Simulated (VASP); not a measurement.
# CuI2 (CdI2 type) (P-3m1) in VASP: notebook, part 2 of 2

VASP 6.6.1. The steps go on from the part before.

## Step 3: Electric field gradients, PBE

File INCAR:

```
SYSTEM = CuI2
PREC     = Accurate       ! precision mode
ENCUT    = 520            ! plane-wave cutoff, eV
EDIFF    = 1E-8           ! SCF threshold, eV
ISMEAR   = -1             ! smearing method
SIGMA    = 0.08           ! smearing width, eV
LREAL    = .False.        ! projectors in reciprocal space
LASPH    = .True.         ! aspherical terms in the spheres
NELM     = 100            ! most SCF steps
ALGO     = Normal         ! electronic algorithm
ISIF     = 2              ! what is computed and relaxed
LWAVE    = .False.        ! write WAVECAR
LCHARG   = .False.        ! write CHGCAR
GGA      = PE             ! functional
LEFG     = .True.       
NBANDS   = 20             ! bands
```

File KPOINTS:

```
regular mesh
0
Gamma
  13 13 7
  0 0 0
```

File POSCAR:

```
CuI2
1.0
    3.9469821396      0.0000000000      0.0000000000
   -1.9734910698      3.4181868012      0.0000000000
    0.0000000000      0.0000000000      7.6252784363
Cu I
1 2
Direct
    0.0000000000      0.0000000000      0.0000000000
    0.3333333333      0.6666666667      0.2095637805
    0.6666666667      0.3333333333      0.7904362195
```

Potentials or basis: VASP PAW PBE potentials, release 64 (Cu, I).

The run is started by

```
$ cat potpaw_PBE.64/Cu/POTCAR potpaw_PBE.64/I/POTCAR > POTCAR
$ mpirun -np 1 vasp_std > vasp.out
```

OUTCAR:

```text
SYSTEM = CuI2
   PREC = Accurate
   ENCUT = 520
   EDIFF = 1E-8
   ISMEAR = -1
   LREAL = .False.
   LASPH = .True.
   NELM = 100
   ISIF = 2
   GGA = PE

 ion  position               nearest neighbor table
   1  0.000  0.000  0.000-   2 2.78   3 2.78   3 2.78   2 2.78   3 2.78   2 2.78
   2  0.333  0.667  0.210-   1 2.78   1 2.78   1 2.78
   3  0.667  0.333  0.790-   1 2.78   1 2.78   1 2.78

  LATTYP: Found a hexagonal cell.
 ALAT       =     3.9469821396
 C/A-ratio  =     1.9319262582

  Lattice vectors:

 A1 = (   3.9469821396,   0.0000000000,   0.0000000000)
 A2 = (  -1.9734910698,   3.4181868012,   0.0000000000)
 A3 = (   0.0000000000,   0.0000000000,   7.6252784363)

Analysis of symmetry for initial positions (statically):
=====================================================================
 Subroutine PRICEL returns:
 Original cell was already a primitive cell.
[... 749 lines left out ...]
    -1.973491070  3.418186801  0.000000000     0.000000000  0.292552765  0.000000000
     0.000000000  0.000000000  7.625278436     0.000000000  0.000000000  0.131142752

 POSITION                                       TOTAL-FORCE (eV/Angst)
 -----------------------------------------------------------------------------------
      0.00000      0.00000      0.00000         0.000000      0.000000      0.000000
     -0.00000      2.27879      1.59798        -0.000000      0.000000      0.007551
      1.97349      1.13940      6.02730         0.000000     -0.000000     -0.007551
 -----------------------------------------------------------------------------------
    total drift:                               -0.000000      0.000000      0.000000

  FREE ENERGIE OF THE ION-ELECTRON SYSTEM (eV)
  ---------------------------------------------------
  free  energy   TOTEN  =        -6.9348541887 eV

  energy  without entropy=       -6.8444843787  energy(sigma->0) =       -6.88966928

 Electric field gradients (V/A^2)
---------------------------------------------------------------------
 ion       V_xx      V_yy      V_zz      V_xy      V_xz      V_yz
---------------------------------------------------------------------
   1       0.332     0.326    -0.658    -0.005     0.000    -0.000
   2     114.135   114.135  -228.270     0.000    -0.000     0.000
   3     114.135   114.135  -228.270     0.000    -0.000     0.000
---------------------------------------------------------------------

 Electric field gradients after diagonalization (V/A^2)
 (convention: |V_zz| > |V_xx| > |V_yy|)
----------------------------------------------------------------------
 ion       V_xx      V_yy      V_zz     asymmetry (V_yy - V_xx)/ V_zz
----------------------------------------------------------------------
   1       0.335     0.323    -0.658       0.019
   2     114.135   114.135  -228.270       0.000
   3     114.135   114.135  -228.270       0.000
----------------------------------------------------------------------

           NMR quadrupolar parameters

 Cq : quadrupolar parameter    Cq=e*Q*V_zz/h
 eta: asymmetry parameters     (V_yy - V_xx)/ V_zz
 Q  : nuclear electric quadrupole moment in mb (millibarn)
----------------------------------------------------------------------
 ion       Cq(MHz)       eta       Q (mb)
----------------------------------------------------------------------
   1      -0.002       0.019       1.000
   2      -0.552       0.000       1.000
   3      -0.552       0.000       1.000
----------------------------------------------------------------------
```

OSZICAR:

```text
N       E                     dE             d eps       ncg     rms          rms(c)
DAV:   1     0.167649257898E+03    0.16765E+03   -0.98202E+03  5040   0.114E+03
DAV:   2     0.937901260752E+01   -0.15827E+03   -0.15009E+03  5164   0.247E+02
DAV:   3    -0.714390208643E+01   -0.16523E+02   -0.16105E+02  6740   0.885E+01
DAV:   4    -0.792368045588E+01   -0.77978E+00   -0.77647E+00  6828   0.175E+01
[... 10 lines left out ...]
DAV:  15    -0.693485502249E+01    0.11536E-04   -0.50471E-05  6748   0.257E-01    0.447E-02
DAV:  16    -0.693485489411E+01    0.12838E-06   -0.17732E-05  7768   0.472E-02    0.182E-02
DAV:  17    -0.693485461280E+01    0.28131E-06   -0.27896E-07  6524   0.333E-03    0.139E-02
DAV:  18    -0.693485419301E+01    0.41979E-06   -0.68701E-07  5440   0.441E-03    0.849E-04
DAV:  19    -0.693485418873E+01    0.42812E-08   -0.42615E-08  6116   0.512E-03
   1 F= -.69348542E+01 E0= -.68896693E+01  d E =-.903698E-01
```

stdout:

```text
POSCAR found type information on POSCAR CuI
 POSCAR found :  2 types and       3 ions
 scaLAPACK will be used
 LDA part: xc-table for (Slater+PW92), standard interpolation
 POSCAR, INCAR and KPOINTS ok, starting setup
 FFT: planning ... GRIDC
 FFT: planning ... GRID_SOFT
 FFT: planning ... GRID
 WAVECAR not read
 entering main loop
ion   1

ion   2

ion   3
```

It took 5.3 min on 1 thread of Intel Xeon Platinum 8488C (Sapphire Rapids), shared host; peak memory 0.41 GiB.

What came out:

```
Free energy   : -6.9349 eV
Pressure      : 0.0 GPa
Largest force : 0.008 eV/Å
```

Forces on the atoms (eV/Å):
```
Cu   0.000  0.000  0.000
I    0.000  0.000  0.008
I    0.000  0.000 -0.008
```

Electric field gradients, principal values (V/Å²):
| atom | least | middle | greatest (by size) |
| --- | --- | --- | --- |
| 1 Cu | 0.323 | 0.335 | -0.658 |
| 2 I | 114.135 | 114.135 | -228.270 |
| 3 I | 114.135 | 114.135 | -228.270 |

Caveat: without QUAD_EFG the Cq values of the log hold for a quadrupole moment of 1 mb, not for the nuclei; this functional lacks dispersion, which binds the layers, so the pressure and a relaxed spacing across them are unreliable; an odd number of electrons without spin polarisation forces a metal; a magnetic or distorted state may lie lower.
